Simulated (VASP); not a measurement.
Wanted: the native input for a VASP 6.6.1 run.

```
Task                   : single point
Functional             : PBE
Potentials or basis    : VASP PAW PBE potentials, release 64 (Pb_d, Se)
Cutoff                 : 520 eV
k mesh                 : 6 × 6 × 6
Occupations            : fermi-dirac, width 0.02 eV
Spin                   : no spin polarisation
Dipole correction      : no
Further INCAR settings : ALGO = Normal; EDIFF = 1e-06; NBANDS = 17
```

The structure of PbSe lies in POSCAR:

```
PbSe
1.0
    0.1316792525      3.5548833901      3.5548833901
    3.5548833901      0.1316792525      3.5548833901
    3.5548833901      3.5548833901      0.1316792525
Pb Se
1 1
Direct
    0.0023010739      0.0023010739      0.0023010739
    0.2476989261      0.2476989261      0.2476989261
```

This cell differs from its parent crystal: strain along [111] +5.8%.

One way to write it, as run:

INCAR

```
SYSTEM = PbSe
PREC = Accurate
ENCUT = 520
EDIFF = 1E-6
ISMEAR = -1
SIGMA = 0.02
LREAL = .FALSE.
LASPH = .TRUE.
NELM = 60
ALGO = Normal
ISIF = 2
LWAVE = .FALSE.
LCHARG = .TRUE.
GGA = PE
LELF = .TRUE.
LVHAR = .TRUE.
NBANDS = 17
```

KPOINTS

```
regular mesh
0
G
  6 6 6
  0 0 0
```

Potentials or basis: VASP PAW PBE potentials, release 64 (Pb_d, Se).

Run with:

```bash
$ cat potpaw_PBE.64/Pb_d/POTCAR potpaw_PBE.64/Se/POTCAR > POTCAR
$ mpirun -np 1 vasp_std > vasp.out
```

It gave:

```json
{"Pressure": "-1.0 GPa", "Largest force": "0.020 eV/Å", "Band gap on the k mesh": "0.90 eV (least direct gap 1.25 eV)"}
```

Caveat: the cell differs from its parent crystal (strain along [111] +5.8%); the structure was generated, so it needn't be the stable form of PbSe; spin-orbit coupling is left out, which moves the levels of the heavy elements.

Wall time 41 s on 1 thread of Intel(R) Xeon(R) Platinum 8124M CPU @ 3.00GHz (Skylake/Cascade Lake), with other jobs on the host, peak memory 0.25 GiB.
